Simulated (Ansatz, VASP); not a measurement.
## One calculation of InSe2, two programs

```
In Se
1.0
     3.89489    0.00000    0.00000
     0.00000    3.89489    0.00000
     0.00000    0.00000    9.62623
In Se
2 4
Direct
  0.00000 0.50000 0.70647
  0.50000 0.00000 0.29353
  0.00000 0.50000 0.36621
  0.50000 0.00000 0.63379
  0.00000 0.00000 0.00000
  0.50000 0.50000 0.00000
```

Alike in both runs: task single point; functional PBE; k mesh 1 × 1 × 1; occupations gaussian, width 0.1 eV; no spin polarisation.

|  | VASP | Ansatz |
| --- | --- | --- |
| version | VASP 6.6.1 | Ansatz 0.2.0 |
| potentials or method | VASP PAW PBE potentials, release 64 (In_d, Se), cutoff 520 eV | scalar-relativistic, plane waves, PAW |
| valence electrons in the cell | 50 | 90 |

|  | VASP | Ansatz | Ansatz less VASP |
| --- | --- | --- | --- |
| gap on the k mesh at the Fermi level (eV) | 0.96 | 0.95 | -0.009 |
| least direct gap on the mesh (eV) | 0.96 | 0.95 | -0.009 |
| pressure (GPa) | 15.8 | 15.7 | -0.09 |
| traceless stress, the component that is largest in VASP (GPa) | -13.36 | -13.30 | +0.061 |
| rms of the force components (eV/Å) | 0.936 | 0.936 | -0.0003 |

Atom by atom the forces differ by 0.001 eV/Å (rms over components). With one functional, cell and mesh, what is left measures potentials, basis and numerics. VASP's potentials hold 50 valence electrons a cell and Ansatz's 90, so a difference there can come from the potentials and not from the codes.

The k mesh is coarse, so the values compare programs but aren't converged.
